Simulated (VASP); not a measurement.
# AgAu3 (Pm-3m) in VASP: further runs

The runs below take AgAu3 through single point, with LDA.

All numbers are computed with VASP 6.6.1; they aren't measurements. Logs are shortened: lines on timing, memory, paths and dates and some standing lists are left out, and cuts for length are marked.

## (1) The cell of the first run

The structure is cubic, space group Pm-3m (No. 221). Conventional cell: a = 4.033 Å, b = 4.033 Å, c = 4.033 Å, α = 90.00°, β = 90.00°, γ = 90.00°. Within 3.8 Å of Au (site symmetry 4/mmm) lie 8 Au at 2.85 Å and 4 Ag at 2.85 Å. Ag (site symmetry m-3m) has 12 Au at 2.85 Å within 3.8 Å.

## (2) Single point, LDA

INCAR reads:

```
PREC = Accurate
ENCUT = 520
EDIFF = 1E-6
ISMEAR = 1
SIGMA = 0.1
LREAL = F
LASPH = T
NELM = 60
ALGO = Normal
ISIF = 2
LWAVE = F
LCHARG = F
GGA = CA
NBANDS = 30
```

KPOINTS reads:

```
regular mesh
0
Gamma
  6 6 6
```

POSCAR reads:

```
AgAu3
1.0
    4.0334933882      0.0000000000      0.0000000000
    0.0000000000      4.0334933882      0.0000000000
    0.0000000000      0.0000000000      4.0334933882
Au Ag
3 1
Direct
    0.0000000000      0.0000000000      0.0000000000
    0.0000000000      0.5000000000      0.5000000000
    0.5000000000      0.0000000000      0.5000000000
    0.5000000000      0.5000000000      0.0000000000
```

Potentials or basis: VASP PAW LDA potentials, release 64 (Au, Ag).

Started as:

```
> cat potpaw_LDA.64/Au/POTCAR potpaw_LDA.64/Ag/POTCAR > POTCAR
> mpirun -np 1 vasp_std > vasp.out
```

OUTCAR:

```text
PREC = Accurate
   ENCUT = 520
   EDIFF = 1E-6
   ISMEAR = 1
   LREAL = F
   LASPH = T
   NELM = 60
   ISIF = 2
   GGA = CA

 ion  position               nearest neighbor table
   1  0.000  0.000  0.000-   2 2.85   3 2.85   4 2.85   2 2.85   3 2.85   2 2.85   4 2.85   2 2.85
                             3 2.85   4 2.85   3 2.85   4 2.85
   2  0.000  0.500  0.500-   1 2.85   3 2.85   4 2.85   1 2.85   4 2.85   1 2.85   3 2.85   1 2.85
                             3 2.85   4 2.85   4 2.85   3 2.85
   3  0.500  0.000  0.500-   1 2.85   2 2.85   4 2.85   1 2.85   4 2.85   2 2.85   4 2.85   4 2.85
                             1 2.85   2 2.85   1 2.85   2 2.85
   4  0.500  0.500  0.000-   1 2.85   2 2.85   3 2.85   2 2.85   3 2.85   1 2.85   3 2.85   3 2.85
                             1 2.85   2 2.85   2 2.85   1 2.85

  LATTYP: Found a simple cubic cell.
 ALAT       =     4.0334933882

  Lattice vectors:

 A1 = (   4.0334933882,   0.0000000000,   0.0000000000)
 A2 = (   0.0000000000,   4.0334933882,   0.0000000000)
 A3 = (   0.0000000000,   0.0000000000,   4.0334933882)

Analysis of symmetry for initial positions (statically):
=====================================================================
 Subroutine PRICEL returns:
 Original cell was already a primitive cell.

 Routine SETGRP: Setting up the symmetry group for a
 simple cubic supercell.

 Subroutine GETGRP returns: Found 48 space group operations
 (whereof 16 operations were pure point group operations)
 out of a pool of 48 trial point group operations.

The static configuration has the point symmetry D_4h.
 The point group associated with its full space group is O_h .

Analysis of symmetry for dynamics (positions and initial velocities):
=====================================================================
 Subroutine PRICEL returns:
 Original cell was already a primitive cell.

 Routine SETGRP: Setting up the symmetry group for a
 simple cubic supercell.

 Subroutine GETGRP returns: Found 48 space group operations
 (whereof 16 operations were pure point group operations)
 out of a pool of 48 trial point group operations.

The dynamic configuration has the point symmetry D_4h.
 The point group associated with its full space group is O_h .

 Subroutine INISYM returns: Found 48 space group operations
 (whereof 16 operations are pure point group operations),
 and found     1 'primitive' translations

----------------------------------------------------------------------------------------

                                     Primitive cell

  volume of cell :      65.6212

  direct lattice vectors                    reciprocal lattice vectors
     4.033493388  0.000000000  0.000000000     0.247924046  0.000000000  0.000000000
     0.000000000  4.033493388  0.000000000     0.000000000  0.247924046  0.000000000
     0.000000000  0.000000000  4.033493388     0.000000000  0.000000000  0.247924046

  length of vectors
     4.033493388  4.033493388  4.033493388     0.247924046  0.247924046  0.247924046

  position of ions in fractional coordinates (direct lattice)
     0.000000000  0.000000000  0.000000000
     0.000000000  0.500000000  0.500000000
     0.500000000  0.000000000  0.500000000
     0.500000000  0.500000000  0.000000000

  ion indices of the primitive-cell ions
   primitive index   ion index
                 1           1
                 2           2
                 3           3
                 4           4

----------------------------------------------------------------------------------------

 KPOINTS: regular mesh

Automatic generation of k-mesh.
 Grid dimensions read from file:
 generate k-points for:    6    6    6

 Generating k-lattice:

  Cartesian coordinates                     Fractional coordinates (reciprocal lattice)
     0.041320674  0.000000000  0.000000000     0.166666667  0.000000000  0.000000000
     0.000000000  0.041320674  0.000000000     0.000000000  0.166666667  0.000000000
     0.000000000  0.000000000  0.041320674     0.000000000  0.000000000  0.166666667

  Length of vectors
     0.041320674  0.041320674  0.041320674

  Shift w.r.t. Gamma in fractional coordinates (k-lattice)
     0.000000000  0.000000000  0.000000000

 Subroutine IBZKPT returns following result:
 ===========================================

 Found     20 irreducible k-points:

 Following reciprocal coordinates:
            Coordinates               Weight
  0.000000  0.000000  0.000000      1.000000
  0.166667  0.000000  0.000000      6.000000
  0.333333  0.000000  0.000000      6.000000
  0.500000  0.000000  0.000000      3.000000
  0.166667  0.166667  0.000000     12.000000
  0.333333  0.166667  0.000000     24.000000
[... 12 lines left out ...]
  0.500000  0.500000  0.333333      6.000000
  0.500000  0.500000  0.500000      1.000000
   k-points           NKPTS =     20   k-points in BZ     NKDIM =     20   number of bands    NBANDS=     30
   number of dos      NEDOS =    301   number of ions     NIONS =      4
   total plane-waves  NPLWV =  27000
   dimension x,y,z NGX =    30 NGY =   30 NGZ =   30
   dimension x,y,z NGXF=    60 NGYF=   60 NGZF=   60
   ions per type =               3   1
   NGX,Y,Z   is equivalent  to a cutoff of  12.36, 12.36, 12.36 a.u.
   NGXF,Y,Z  is equivalent  to a cutoff of  24.73, 24.73, 24.73 a.u.
 SYSTEM =  unknown system
   PREC   = accura    normal or accurate (medium, high low for compatibility)
   ISTART =      0    job   : 0-new  1-cont  2-samecut
   ICHARG =      2    charge: 1-file 2-atom 10-const
   ISPIN  =      1    spin polarized calculation?
   LNONCOLLINEAR =      F non collinear calculations
   LSORBIT =      F    spin-orbit coupling
   LASPH  =      T    aspherical Exc in radial PAW
   ENCUT  =  520.0 eV  38.22 Ry    6.18 a.u.   7.50  7.50  7.50*2*pi/ulx,y,z
   NELM   =     60;   NELMIN=  2; NELMDL= -5     # of ELM steps
   EDIFF  = 0.1E-05   stopping-criterion for ELM
   LREAL  =      F    real-space projection
[... 7 lines left out ...]
   TEBEG  =    0.0;   TEEND  =   0.0 temperature during run
   PSTRESS=    0.0 pullay stress
   NELECT =      44.0000    total number of electrons
   NUPDOWN=      -1.0000    fix difference up-down
   EMIN   =  10.00;   EMAX   =-10.00  energy-range for DOS
   EFERMI =   0.00;   METHOD = LEGACY
   ISMEAR =     1;   SIGMA  =   0.10  broadening in eV -4-tet -1-fermi 0-gaus
   EFERMI_NEDOS =   21; number of points for ismear=-14 and -15
   IALGO  =     38    algorithm
   IMIX   =      4    mixing-type and parameters
     AMIX     =   0.40;   BMIX     =  1.00
     AMIX_MAG =   1.60;   BMIX_MAG =  1.00
  volume/ion in A,a.u.               =      16.41       110.71
  Fermi-wavevector in a.u.,A,eV,Ry     =   1.432884  2.707758 27.934892  2.053157
  Thomas-Fermi vector in A             =   2.552463
   LORBIT       =      0    0 simple, 1 ext, 2 COOP (PROOUT), +10 PAW based schemes
   GGA     = CA    functional components
   LHFCALC =     F    Hartree Fock is set to
   AEXX    =    0.0000 exact exchange contribution
   IVDW    =     0    specifies the selected vdW correction
   LEPSILON=     F    determine dielectric tensor
   LRPA    =     F    only Hartree local field effects (RPA)
 non-spin polarized calculation
 Methfessel and Paxton  Order N= 1 SIGMA  =   0.10
  energy-cutoff  :      520.00
  volume of cell :       65.62
 maximum number of plane-waves:      1791
 NGX is ok and might be reduce to    30
   NGX = 15   NGY = 15   NGZ = 15

 number of electron      43.9999992 magnetization

 Free energy of the ion-electron system (eV)
  ---------------------------------------------------
  ext. energy  EPLUGINS =         0.00000000
  ---------------------------------------------------
  free energy    TOTEN  =       -17.27053791 eV

  energy without entropy =      -17.26764955  energy(sigma->0) =      -17.26957512

 E-fermi :   9.5975     XC(G=0): -13.1097

 val. band max:        9.5851307252   @ k =   0.3333   0.3333   0.0000
 cond. band min:       9.7400429253   @ k =   0.3333   0.3333   0.1667
 fundamental gap:      0.1549122001
 Fermi energy:         9.5974541439

 k-point     1 :       0.0000    0.0000    0.0000
  band No.  band energies     occupation
      1      -0.2141      2.00000
      2       2.3452      2.00000
      3       2.4204      2.00000
      4       2.4204      2.00000
      5       2.6661      2.00000
      6       2.6661      2.00000
[... 22 lines left out ...]
     29      19.7577      0.00000
     30      19.7577      0.00000

 k-point     2 :       0.1667    0.0000    0.0000
  band No.  band energies     occupation
      1       0.1086      2.00000
      2       2.5059      2.00000
      3       2.5744      2.00000
      4       2.6365      2.00000
      5       2.7824      2.00000
      6       2.8467      2.00000
[... 22 lines left out ...]
     29      19.3180      0.00000
     30      19.4395      0.00000

 k-point     3 :       0.3333    0.0000    0.0000
  band No.  band energies     occupation
      1       1.0027      2.00000
      2       2.7084      2.00000
      3       3.0529      2.00000
      4       3.1102      2.00000
      5       3.1719      2.00000
      6       3.3842      2.00000
[... 22 lines left out ...]
     29      18.8316      0.00000
     30      19.4610      0.00000

 k-point     4 :       0.5000    0.0000    0.0000
  band No.  band energies     occupation
      1       1.8886      2.00000
      2       2.5294      2.00000
      3       3.3786      2.00000
      4       3.5105      2.00000
      5       3.5367      2.00000
      6       3.6943      2.00000
[... 484 lines left out ...]
     29      23.8672      0.00000
     30      23.8820      0.00000

 k-point    19 :       0.5000    0.5000    0.3333
  band No.  band energies     occupation
      1       2.2831      2.00000
      2       2.2831      2.00000
      3       2.2967      2.00000
      4       2.6762      2.00000
      5       4.5993      2.00000
      6       4.6024      2.00000
[... 22 lines left out ...]
     29      24.0190      0.00000
     30      24.0338      0.00000

 k-point    20 :       0.5000    0.5000    0.5000
  band No.  band energies     occupation
      1       2.1060      2.00000
      2       2.1060      2.00000
      3       2.1060      2.00000
      4       2.4913      2.00000
      5       4.6736      2.00000
      6       4.6736      2.00000
[... 22 lines left out ...]
     29      23.7790      0.00000
     30      23.9028      0.00000

------------------------ aborting loop because EDIFF is reached ----------------------------------------

  FORCE on cell =-STRESS in cart. coord.  units (eV):
  Direction    XX          YY          ZZ          XY          YZ          ZX
  --------------------------------------------------------------------------------------
  -------------------------------------------------------------------------------------
  Total        0.1509562      0.1509562      0.1509562      0.0000000      0.0000000     -0.0000000
  in kB        3.6856782      3.6856782      3.6856782      0.0000000      0.0000000     -0.0000000
  external PRESSURE =       3.6856782 kB  Pullay stress =       0.0000000 kB

 VOLUME and BASIS-vectors are now :
 -----------------------------------------------------------------------------
  energy-cutoff  :      520.00
  volume of cell :       65.62
      direct lattice vectors                 reciprocal lattice vectors
     4.033493388  0.000000000  0.000000000     0.247924046  0.000000000  0.000000000
     0.000000000  4.033493388  0.000000000     0.000000000  0.247924046  0.000000000
     0.000000000  0.000000000  4.033493388     0.000000000  0.000000000  0.247924046

 POSITION                                       TOTAL-FORCE (eV/Angst)
 -----------------------------------------------------------------------------------
      0.00000      0.00000      0.00000         0.000000      0.000000      0.000000
      0.00000      2.01675      2.01675         0.000000      0.000000      0.000000
      2.01675      0.00000      2.01675         0.000000      0.000000      0.000000
      2.01675      2.01675      0.00000         0.000000      0.000000      0.000000
 -----------------------------------------------------------------------------------
    total drift:                                0.000000      0.000000     -0.000000

  FREE ENERGIE OF THE ION-ELECTRON SYSTEM (eV)
  ---------------------------------------------------
  free  energy   TOTEN  =       -17.2705379113 eV

  energy  without entropy=      -17.2676495522  energy(sigma->0) =      -17.26957512
```

It took 29 s on 1 thread of Intel Xeon Platinum 8259CL at 2.50GHz (Skylake/Cascade Lake), shared host; peak memory 0.16 GiB.

What came out:

| Quantity | Value |
| --- | --- |
| Free energy | -17.2705 eV |
| Pressure | 0.4 GPa |
| Band gap on the k mesh | zero (band 22 reaches 10.74 eV, above the bottom of band 23 at 8.65 eV) |

Levels at points of the mesh, in eV from the Fermi level:
```tsv
k point	band 20	band 21	band 22	band 23	band 24	band 25
(0.00, 0.00, 0.00)	-1.63	-1.63	1.05	1.05	1.05	5.81
(0.50, 0.00, 0.00)	-2.65	-2.16	-1.62	5.02	5.93	6.08
(0.50, 0.50, 0.00)	-3.22	-0.92	-0.19	-0.19	-0.02	8.67
(0.50, 0.50, 0.50)	-1.96	-1.11	-0.95	-0.95	-0.95	2.96
```

Caveat: spin-orbit coupling is left out, which moves the levels of the heavy elements.

## (3) Single point, LDA

INCAR reads:

```
PREC     = Accurate       # precision mode
ENCUT    = 520            # plane-wave cutoff, eV
EDIFF    = 1E-6           # SCF threshold, eV
ISMEAR   = 1              # smearing method
SIGMA    = 0.1            # smearing width, eV
LREAL    = False          # projectors in reciprocal space
LASPH    = True           # aspherical terms in the spheres
NELM     = 100            # most SCF steps
ALGO     = Normal         # electronic algorithm
ISIF     = 2              # what is computed and relaxed
LWAVE    = False          # write WAVECAR
LCHARG   = False          # write CHGCAR
NBANDS   = 30             # bands
```

KPOINTS is that of step 2.

POSCAR is that of step 2.

Potentials or basis: VASP PAW LDA potentials, release 64 (Au, Ag).

Started as:

```
> cat potpaw_LDA.64/Au/POTCAR potpaw_LDA.64/Ag/POTCAR > POTCAR
> mpirun -np 1 vasp_std > vasp.out
```

Wall time 31 s (1 thread of Intel Xeon Platinum 8259CL at 2.50GHz (Skylake/Cascade Lake), shared host); peak memory 0.17 GiB.

The run converged. Its results:

```
Free energy            : -17.2705 eV
Pressure               : 0.4 GPa
Band gap on the k mesh : zero (band 22 reaches 10.74 eV, above the bottom of band 23 at 8.65 eV)
```

Levels at points of the mesh, in eV from the Fermi level:
```
           k point  band 18  band 19  band 20  band 21  band 22  band 23  band 24  band 25  band 26  band 27
(0.00, 0.00, 0.00)    -1.99    -1.63    -1.63    -1.63     1.05     1.05     1.05     5.81     5.81     7.67
(0.50, 0.00, 0.00)    -3.40    -3.03    -2.65    -2.16    -1.62     5.02     5.93     6.08     6.08     6.60
(0.50, 0.50, 0.00)    -3.54    -3.29    -3.22    -0.92    -0.19    -0.19    -0.02     8.67     8.92     8.92
(0.50, 0.50, 0.50)    -1.96    -1.96    -1.96    -1.11    -0.95    -0.95    -0.95     2.96     2.96     2.96
```

Caveat: spin-orbit coupling is left out, which moves the levels of the heavy elements.
